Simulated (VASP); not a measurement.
SnTe, 2 atoms in the cell. It takes space group Fm-3m (No. 225, cubic). The conventional cell has a = 6.274 Å, b = 6.274 Å, c = 6.274 Å, α = 90.00°, β = 90.00°, γ = 90.00°. Sn (site symmetry m-3m) has 6 Te at 3.14 Å within 4.1 Å. Within 4.1 Å of Te (site symmetry m-3m) lie 6 Sn at 3.14 Å.  This cell differs from its parent crystal: volume scaled by 1.02.

| Property | Result |
| --- | --- |
| Program | VASP 6.6.1 |
| Task | single point |
| Functional | LDA |
| Potentials or basis | VASP PAW LDA potentials, release 64 (Sn_d, Te) |
| Cutoff | 520 eV |
| k mesh | 6 × 6 × 6 |
| Occupations | gaussian, width 0.05 eV |
| Spin | no spin polarisation |
| Dipole correction | no |
| Further INCAR settings | ALGO = Normal; EDIFF = 1e-06; NBANDS = 17 |

Potentials or basis: VASP PAW LDA potentials, release 64 (Sn_d, Te).

The run is started by

```console
$ cat potpaw_LDA.64/Sn_d/POTCAR potpaw_LDA.64/Te/POTCAR > POTCAR
$ mpirun -np 1 vasp_std > vasp.out
```

Hardware: 1 thread of AMD EPYC 9R45 (Zen 5), on a shared host.

**Question.** Estimate the wall time of this run.

**Answer.** Run time: 16 s on 1 thread of AMD EPYC 9R45 (Zen 5), with other jobs on the host, peak memory 0.12 GiB. Counts: scf iterations 12, k points 16.
